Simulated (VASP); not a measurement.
# KI (Fm-3m) in VASP: further runs, part 2 of 2

VASP 6.6.1.

### Step 3. Elastic constants, PBEsol

This run uses another cell than the first one, of 30.41 Å³/atom.

File INCAR:

```
SYSTEM = KI
ALGO     = Normal         ! electronic algorithm
EDIFF    = 1E-8           ! SCF threshold, eV
ENCUT    = 600            ! plane-wave cutoff, eV
GGA      = PS             ! functional
IBRION   = 6              ! ionic algorithm
ISIF     = 3              ! what is computed and relaxed
ISMEAR   = 0              ! smearing method
LASPH    = .True.         ! aspherical terms in the spheres
LCHARG   = .False.        ! write CHGCAR
LREAL    = .False.        ! projectors in reciprocal space
LWAVE    = .False.        ! write WAVECAR
NELM     = 80             ! most SCF steps
NFREE    = 2            
NSW      = 1              ! ionic steps
POTIM    = 0.015          ! step
PREC     = Accurate       ! precision mode
SIGMA    = 0.01           ! smearing width, eV
```

File KPOINTS:

```
k-points
0
Gamma
  6 6 6
  0 0 0
```

File POSCAR:

```
KI
1.0
    0.0000000000      3.1213315778      3.1213315778
    3.1213315778      0.0000000000      3.1213315778
    3.1213315778      3.1213315778      0.0000000000
K I
1 1
Direct
    0.0000000000      0.0000000000      0.0000000000
    0.5000000000      0.5000000000      0.5000000000
```

Potentials or basis: VASP PAW PBE potentials, release 64 (K_sv, I).

Started as:

```
> cat potpaw_PBE.64/K_sv/POTCAR potpaw_PBE.64/I/POTCAR > POTCAR
> mpirun -np 1 vasp_std > vasp.out
```

OUTCAR:

```text
SYSTEM = KI
   EDIFF = 1E-8
   ENCUT = 600
   GGA = PS
   IBRION = 6
   ISIF = 3
   ISMEAR = 0
   LASPH = .True.
   LREAL = .False.
   NELM = 80
   NFREE = 2
   NSW = 1
   POTIM = 0.015
   PREC = Accurate

 ion  position               nearest neighbor table
   1  0.000  0.000  0.000-   2 3.12   2 3.12   2 3.12   2 3.12   2 3.12   2 3.12
   2  0.500  0.500  0.500-   1 3.12   1 3.12   1 3.12   1 3.12   1 3.12   1 3.12

  LATTYP: Found a face centered cubic cell.
 ALAT       =     6.2426631556

  Lattice vectors:

 A1 = (   0.0000000000,   3.1213315778,   3.1213315778)
[... 1145 lines left out ...]
          X           Y           Z          XY          YZ          ZX
  --------------------------------------------------------------------------------
  x     0.00000     0.00000     0.00000     0.00000     0.00000     0.00000
  y     0.00000     0.00000     0.00000     0.00000     0.00000     0.00000
  z     0.00000     0.00000     0.00000     0.00000     0.00000     0.00000

 INTERNAL STRAIN TENSOR FOR ION    2 for displacements in x,y,z  (eV/Angst):
          X           Y           Z          XY          YZ          ZX
  --------------------------------------------------------------------------------
  x     0.00000     0.00000     0.00000     0.00000     0.00000     0.00000
  y     0.00000     0.00000     0.00000     0.00000     0.00000     0.00000
  z     0.00000     0.00000     0.00000     0.00000     0.00000     0.00000

 Eigenvectors and eigenvalues of the dynamical matrix
 ----------------------------------------------------

   1 f  =    5.849285 THz    36.752143 2PiTHz  195.111153 cm-1    24.190689 meV
             X         Y         Z           dx          dy          dz
      0.000000  0.000000  0.000000     0.000000   -0.874315    0.000000
      3.121332  3.121332  3.121332    -0.000000    0.485360    0.000000
[... 21 lines left out ...]
   6 f/i=    0.000321 THz     0.002017 2PiTHz    0.010708 cm-1     0.001328 meV
             X         Y         Z           dx          dy          dz
      0.000000  0.000000  0.000000    -0.457765    0.161298   -0.002822
      3.121332  3.121332  3.121332    -0.824606    0.290559   -0.005084

--------------------------------------------------------------------------------------------------------

 ELASTIC MODULI CONTR FROM IONIC RELAXATION (kBar)
 Direction    XX          YY          ZZ          XY          YZ          ZX
 --------------------------------------------------------------------------------
 XX           0.0000      0.0000      0.0000      0.0000      0.0000      0.0000
 YY           0.0000      0.0000      0.0000      0.0000      0.0000      0.0000
 ZZ           0.0000      0.0000      0.0000      0.0000      0.0000      0.0000
 XY           0.0000      0.0000      0.0000      0.0000      0.0000      0.0000
 YZ           0.0000      0.0000      0.0000      0.0000      0.0000      0.0000
 ZX           0.0000      0.0000      0.0000      0.0000      0.0000      0.0000
 --------------------------------------------------------------------------------

 TOTAL ELASTIC MODULI (kBar)
 Direction    XX          YY          ZZ          XY          YZ          ZX
 --------------------------------------------------------------------------------
 XX        1272.8348     22.8011     22.8011      0.0000     -0.0000     -0.0000
 YY          22.8011   1272.8348     22.8011     -0.0000     -0.0000      0.0000
 ZZ          22.8011     22.8011   1272.8348      0.0000     -0.0000      0.0000
 XY           0.0000     -0.0000      0.0000    -13.2432      0.0000     -0.0000
 YZ          -0.0000     -0.0000     -0.0000      0.0000    -13.2432      0.0000
 ZX          -0.0000      0.0000      0.0000     -0.0000      0.0000    -13.2432
 --------------------------------------------------------------------------------
```

stdout:

```text
POSCAR found type information on POSCAR K I
 POSCAR found :  2 types and       2 ions
 scaLAPACK will be used
 -----------------------------------------------------------------------------
|                                                                             |
|                                                                             |
|     You enforced a specific xc type in the INCAR file but a different       |
|     I HOPE YOU KNOW WHAT YOU ARE DOING!                                     |
[... 32 lines left out ...]
 Finite differences progress:
 bond charge predicted
 Finite differences progress:
 bond charge predicted
 Finite differences progress:
 bond charge predicted
 Finite differences progress:
 bond charge predicted
 Finite differences progress:
 bond charge predicted
 Finite differences progress:
 bond charge predicted
 Finite differences progress:
```

Run time: 4.3 min. Hardware: 1 thread of Intel Xeon Platinum 8488C (Sapphire Rapids), shared host; peak memory 0.28 GiB.

What came out:

| Quantity | Value |
| --- | --- |
| Elastic constants C11, C12, C44 | 127, 2, -1 GPa |
| Voigt bulk modulus | 44 GPa |
| Highest phonon frequency at Γ, LO-TO splitting left out | 195 cm⁻¹ |

Phonon frequencies in cm⁻¹ (negative: imaginary):
```
              q point        frequencies
(0.000, 0.000, 0.000)  0 0 0 195 195 195
```

Elastic tensor in Voigt notation (GPa, in the Cartesian axes of the cell as first typed):
```
127   2   2   0   0   0
  2 127   2   0   0   0
  2   2 127   0   0   0
  0   0   0  -1   0   0
  0   0   0   0  -1   0
  0   0   0   0   0  -1
```

Clamped-ion elastic tensor (GPa):
```
127   2   2   0   0   0
  2 127   2   0   0   0
  2   2 127   0   0   0
  0   0   0  -1   0   0
  0   0   0   0  -1   0
  0   0   0   0   0  -1
```

Caveat: the cell is under stress, which shifts elastic constants; the elastic tensor has a negative eigenvalue, so either the cell is unstable as it stands or the mesh is too thin; the PAW data sets were made with another functional, which shifts forces and pressure a little; spin-orbit coupling is left out, which moves the levels of the heavy elements.

### Step 4. Elastic constants, PBEsol

This run uses another cell than the first one, of 32.38 Å³/atom.

File INCAR:

```
ALGO     = Normal         # electronic algorithm
EDIFF    = 1E-8           # SCF threshold, eV
ENCUT    = 600            # plane-wave cutoff, eV
GGA      = PS             # functional
IBRION   = 6              # ionic algorithm
ISIF     = 3              # what is computed and relaxed
ISMEAR   = 0              # smearing method
LASPH    = T              # aspherical terms in the spheres
LCHARG   = T              # write CHGCAR
LREAL    = F              # projectors in reciprocal space
LWAVE    = F              # write WAVECAR
NBANDS   = 15             # bands
NELM     = 80             # most SCF steps
NFREE    = 2            
NSW      = 1              # ionic steps
POTIM    = 0.015          # step
PREC     = Accurate       # precision mode
SIGMA    = 0.01           # smearing width, eV
```

File KPOINTS:

```
k-points
0
Gamma
  6 6 6
```

File POSCAR:

```
KI
1.0
    0.0000000000      3.1874369632      3.1874369632
    3.1874369632      0.0000000000      3.1874369632
    3.1874369632      3.1874369632      0.0000000000
K I
1 1
Direct
    0.0000000000      0.0000000000      0.0000000000
    0.5000000000      0.5000000000      0.5000000000
```

Started as:

```
> cat potpaw_PBE.64/K_sv/POTCAR potpaw_PBE.64/I/POTCAR > POTCAR
> mpirun -np 1 vasp_std > vasp.out
```

Wall time 5.4 min (1 thread of Intel Xeon Platinum 8488C (Sapphire Rapids), shared host); peak memory 0.3 GiB.

It converged, with:

```yaml
Elastic_constants_C11_C12_C44: 101, 3, 0 GPa
Voigt_bulk_modulus: 35 GPa
Highest_phonon_frequency_at_Γ_LO-TO_splitting_left_out: 176 cm⁻¹
```

Phonon frequencies in cm⁻¹ (negative: imaginary):
```tsv
q point	frequencies
(0.000, 0.000, 0.000)	0 0 0 176 176 176
```

Elastic tensor in Voigt notation (GPa, in the Cartesian axes of the cell as first typed):
```
101   3   3   0   0   0
  3 101   3   0   0   0
  3   3 101   0   0   0
  0   0   0   0   0   0
  0   0   0   0   0   0
  0   0   0   0   0   0
```

Clamped-ion elastic tensor (GPa):
```
101   3   3   0   0   0
  3 101   3   0   0   0
  3   3 101   0   0   0
  0   0   0   0   0   0
  0   0   0   0   0   0
  0   0   0   0   0   0
```

Caveat: the cell is under stress, which shifts elastic constants; the PAW data sets were made with another functional, which shifts forces and pressure a little; spin-orbit coupling is left out, which moves the levels of the heavy elements.

### Step 5. Elastic constants, PBEsol

This run uses another cell than the first one, of 35.22 Å³/atom.

File INCAR:

```
PREC     = Accurate       # precision mode
ENCUT    = 600            # plane-wave cutoff, eV
EDIFF    = 1E-8           # SCF threshold, eV
ISMEAR   = 0              # smearing method
SIGMA    = 0.01           # smearing width, eV
LREAL    = False          # projectors in reciprocal space
LASPH    = True           # aspherical terms in the spheres
NELM     = 100            # most SCF steps
ALGO     = Normal         # electronic algorithm
ISIF     = 3              # what is computed and relaxed
LWAVE    = False          # write WAVECAR
LCHARG   = False          # write CHGCAR
GGA      = PS             # functional
NBANDS   = 15             # bands
IBRION   = 6              # ionic algorithm
NFREE    = 2            
POTIM    = 0.015          # step
NSW      = 1              # ionic steps
```

File KPOINTS:

```
Automatic mesh
0
Gamma
  6 6 6
```

File POSCAR:

```
KI
1.0
    0.0000000000      3.2780255358      3.2780255358
    3.2780255358      0.0000000000      3.2780255358
    3.2780255358      3.2780255358      0.0000000000
K I
1 1
Direct
    0.0000000000      0.0000000000      0.0000000000
    0.5000000000      0.5000000000      0.5000000000
```

Started as:

```
> cat potpaw_PBE.64/K_sv/POTCAR potpaw_PBE.64/I/POTCAR > POTCAR
> mpirun -np 1 vasp_std > vasp.out
```

It took 8.7 min on 1 thread of Intel Xeon Platinum 8488C (Sapphire Rapids), shared host; peak memory 0.33 GiB.

Results (log left out):

```
Elastic constants C11, C12, C44                         : 73, 3, 2 GPa
Voigt bulk modulus                                      : 26 GPa
Highest phonon frequency at Γ, LO-TO splitting left out : 152 cm⁻¹
```

Phonon frequencies in cm⁻¹ (negative: imaginary):
```tsv
q point	frequencies
(0.000, 0.000, 0.000)	0 0 0 152 152 152
```

Elastic tensor in Voigt notation (GPa, in the Cartesian axes of the cell as first typed):
```
73  3  3  0  0  0
 3 73  3  0  0  0
 3  3 73  0  0  0
 0  0  0  2  0  0
 0  0  0  0  2  0
 0  0  0  0  0  2
```

Clamped-ion elastic tensor (GPa):
```
73  3  3  0  0  0
 3 73  3  0  0  0
 3  3 73  0  0  0
 0  0  0  2  0  0
 0  0  0  0  2  0
 0  0  0  0  0  2
```

Caveat: the cell is under stress, which shifts elastic constants; the PAW data sets were made with another functional, which shifts forces and pressure a little; spin-orbit coupling is left out, which moves the levels of the heavy elements.

### Step 6. Elastic constants, PBEsol

This run uses another cell than the first one, of 38.14 Å³/atom.

Changes to INCAR since step 5:

```diff
@@ -7,3 +7,3 @@
 LASPH    = True           # aspherical terms in the spheres
-NELM     = 100            # most SCF steps
+NELM     = 80             # most SCF steps
 ALGO     = Normal         # electronic algorithm
@@ -13,3 +13,2 @@
 GGA      = PS             # functional
-NBANDS   = 15             # bands
 IBRION   = 6              # ionic algorithm
```

File KPOINTS:

```
regular mesh
0
Gamma
  6 6 6
```

File POSCAR:

```
KI
1.0
    0.0000000000      3.3660570087      3.3660570087
    3.3660570087      0.0000000000      3.3660570087
    3.3660570087      3.3660570087      0.0000000000
K I
1 1
Direct
    0.0000000000      0.0000000000      0.0000000000
    0.5000000000      0.5000000000      0.5000000000
```

Potentials or basis: VASP PAW PBE potentials, release 64 (K_sv, I).

Started as:

```
> cat potpaw_PBE.64/K_sv/POTCAR potpaw_PBE.64/I/POTCAR > POTCAR
> mpirun -np 1 vasp_std > vasp.out
```

OUTCAR:

```text
PREC = Accurate
   ENCUT = 600
   EDIFF = 1E-8
   ISMEAR = 0
   LREAL = False
   LASPH = True
   NELM = 80
   ISIF = 3
   GGA = PS
   IBRION = 6
   NFREE = 2
   POTIM = 0.015
   NSW = 1

 ion  position               nearest neighbor table
   1  0.000  0.000  0.000-   2 3.37   2 3.37   2 3.37   2 3.37   2 3.37   2 3.37
   2  0.500  0.500  0.500-   1 3.37   1 3.37   1 3.37   1 3.37   1 3.37   1 3.37

  LATTYP: Found a face centered cubic cell.
 ALAT       =     6.7321140174

  Lattice vectors:

 A1 = (   0.0000000000,   3.3660570087,   3.3660570087)
 A2 = (   3.3660570087,   0.0000000000,   3.3660570087)
 A3 = (   3.3660570087,   3.3660570087,   0.0000000000)

Analysis of symmetry for initial positions (statically):
=====================================================================
 Subroutine PRICEL returns:
 Original cell was already a primitive cell.

 Routine SETGRP: Setting up the symmetry group for a
 face centered cubic supercell.

 Subroutine GETGRP returns: Found 48 space group operations
 (whereof 48 operations were pure point group operations)
 out of a pool of 48 trial point group operations.

The static configuration has the point symmetry O_h .

Analysis of symmetry for dynamics (positions and initial velocities):
=====================================================================
 Subroutine PRICEL returns:
 Original cell was already a primitive cell.
[... 717 lines left out ...]
  in kB       20.5354102     20.4748185     20.4748185      0.0000000     -0.0000000      0.0000000
  external PRESSURE =      20.4950158 kB  Pullay stress =       0.0000000 kB
[... 17 lines left out ...]
  FREE ENERGIE OF THE ION-ELECTRON SYSTEM (eV)
  ---------------------------------------------------
  free  energy   TOTEN  =        -5.7587197047 eV

  energy  without entropy=       -5.7587197047  energy(sigma->0) =       -5.75871970

 INTERNAL STRAIN TENSORS FROM STRAINED CELLS
 ============================================

 INTERNAL STRAIN TENSOR FOR ION    1 for displacements in x,y,z  (eV/Angst):
          X           Y           Z          XY          YZ          ZX
  --------------------------------------------------------------------------------
  x     0.00000    -0.00000     0.00000     0.00000     0.00000    -0.00000
  y     0.00000     0.00000    -0.00000     0.00000    -0.00000     0.00000
  z     0.00000     0.00000     0.00000    -0.00000    -0.00000    -0.00000

 INTERNAL STRAIN TENSORS FROM DISPLACED ATOMS
 ============================================

 INTERNAL STRAIN TENSOR FOR ION    1 for displacements in x,y,z  (eV/Angst):
          X           Y           Z          XY          YZ          ZX
  --------------------------------------------------------------------------------
  x     0.00000     0.00000     0.00000     0.00000     0.00000     0.00000
  y     0.00000     0.00000     0.00000     0.00000     0.00000     0.00000
  z     0.00000     0.00000     0.00000     0.00000     0.00000     0.00000

 INTERNAL STRAIN TENSOR FOR ION    2 for displacements in x,y,z  (eV/Angst):
          X           Y           Z          XY          YZ          ZX
  --------------------------------------------------------------------------------
  x     0.00000     0.00000     0.00000     0.00000     0.00000     0.00000
  y     0.00000     0.00000     0.00000     0.00000     0.00000     0.00000
  z     0.00000     0.00000     0.00000     0.00000     0.00000     0.00000

 Eigenvectors and eigenvalues of the dynamical matrix
 ----------------------------------------------------

   1 f  =    3.902802 THz    24.522025 2PiTHz  130.183447 cm-1    16.140683 meV
             X         Y         Z           dx          dy          dz
      0.000000  0.000000  0.000000     0.874239    0.000000    0.000000
      3.366057  3.366057  3.366057    -0.485496    0.000000    0.000000
[... 21 lines left out ...]
   6 f/i=    0.000822 THz     0.005163 2PiTHz    0.027411 cm-1     0.003398 meV
             X         Y         Z           dx          dy          dz
      0.000000  0.000000  0.000000    -0.226946   -0.262337   -0.339678
      3.366057  3.366057  3.366057    -0.408664   -0.472394   -0.611663

--------------------------------------------------------------------------------------------------------

 ELASTIC MODULI CONTR FROM IONIC RELAXATION (kBar)
 Direction    XX          YY          ZZ          XY          YZ          ZX
 --------------------------------------------------------------------------------
 XX           0.0000      0.0000      0.0000      0.0000      0.0000      0.0000
 YY           0.0000      0.0000      0.0000      0.0000      0.0000      0.0000
 ZZ           0.0000      0.0000      0.0000      0.0000      0.0000      0.0000
 XY           0.0000      0.0000      0.0000      0.0000      0.0000      0.0000
 YZ           0.0000      0.0000      0.0000      0.0000      0.0000      0.0000
 ZX           0.0000      0.0000      0.0000      0.0000      0.0000      0.0000
 --------------------------------------------------------------------------------

 TOTAL ELASTIC MODULI (kBar)
 Direction    XX          YY          ZZ          XY          YZ          ZX
 --------------------------------------------------------------------------------
 XX         522.3206     34.5428     34.5428     -0.0000      0.0000     -0.0000
 YY          34.5428    522.3206     34.5428     -0.0000     -0.0000     -0.0000
 ZZ          34.5428     34.5428    522.3206      0.0000      0.0000     -0.0000
 XY          -0.0000     -0.0000      0.0000     26.2192      0.0000      0.0000
 YZ           0.0000     -0.0000      0.0000      0.0000     26.2192      0.0000
 ZX          -0.0000     -0.0000     -0.0000      0.0000      0.0000     26.2192
 --------------------------------------------------------------------------------
```

It took 6.8 min on 1 thread of Intel Xeon Platinum 8488C (Sapphire Rapids), shared host; peak memory 0.35 GiB.

Results:

- Elastic constants C11, C12, C44: 52, 3, 3 GPa
- Voigt bulk modulus: 20 GPa
- Highest phonon frequency at Γ, LO-TO splitting left out: 130 cm⁻¹

Phonon frequencies in cm⁻¹ (negative: imaginary):
| q point | frequencies |
| --- | --- |
| (0.000, 0.000, 0.000) | 0 0 0 130 130 130 |

Elastic tensor in Voigt notation (GPa, in the Cartesian axes of the cell as first typed):
```
52  3  3  0  0  0
 3 52  3  0  0  0
 3  3 52  0  0  0
 0  0  0  3  0  0
 0  0  0  0  3  0
 0  0  0  0  0  3
```

Clamped-ion elastic tensor (GPa):
```
52  3  3  0  0  0
 3 52  3  0  0  0
 3  3 52  0  0  0
 0  0  0  3  0  0
 0  0  0  0  3  0
 0  0  0  0  0  3
```

Caveat: the cell is under stress, which shifts elastic constants; the PAW data sets were made with another functional, which shifts forces and pressure a little; spin-orbit coupling is left out, which moves the levels of the heavy elements.
